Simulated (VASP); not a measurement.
Wanted: the native input for a VASP 6.6.1 run.

| Property | Result |
| --- | --- |
| Task | single point |
| Functional | PBE |
| Potentials or basis | VASP PAW PBE potentials, release 64 (C) |
| Cutoff | 520 eV |
| k mesh | 16 × 14 × 6 |
| Occupations | gaussian, width 0.1 eV |
| Spin | no spin polarisation |
| Dipole correction | no |
| Further INCAR settings | ALGO = Normal; EDIFF = 1e-07; NBANDS = 21 |

The structure of C lies in POSCAR:

```
C
1.0
    2.4334901789      0.0000000000      0.0000000000
    0.0000000000      2.5689340604      0.0000000000
    0.0000000000      0.0000000000      6.2646592406
C
6
Direct
    0.2500000000      0.0000000000      0.5791138043
    0.7500000000      0.5000000000      0.0570884891
    0.7500000000      0.0000000000      0.4208861957
    0.2500000000      0.5000000000      0.9429115109
    0.7500000000      0.5000000000      0.2925759133
    0.2500000000      0.5000000000      0.7074240867
```

One way to write it, as run:

INCAR

```
PREC     = Accurate       # precision mode
ENCUT    = 520            # plane-wave cutoff, eV
EDIFF    = 1E-7           # SCF threshold, eV
ISMEAR   = 0              # smearing method
SIGMA    = 0.1            # smearing width, eV
LREAL    = False          # projectors in reciprocal space
LASPH    = True           # aspherical terms in the spheres
NELM     = 80             # most SCF steps
ALGO     = Normal         # electronic algorithm
ISIF     = 2              # what is computed and relaxed
LWAVE    = False          # write WAVECAR
LCHARG   = False          # write CHGCAR
GGA      = PE             # functional
NBANDS   = 21             # bands
```

KPOINTS

```
Automatic mesh
0
Gamma
  16 14 6
```

Potentials or basis: VASP PAW PBE potentials, release 64 (C).

Launch:

```bash
$ cat potpaw_PBE.64/C/POTCAR > POTCAR
$ mpirun -np 1 vasp_std > vasp.out
```

It gave:

```json
{"Pressure": "0.6 GPa", "Largest force": "0.015 eV/Å", "Band gap on the k mesh": "zero (bands 12 and 13 overlap by 5.72 eV)"}
```

Run time: 2.1 min on 1 thread of Intel(R) Xeon(R) 6975P-C (Granite Rapids), on a shared host, peak memory 0.26 GiB.
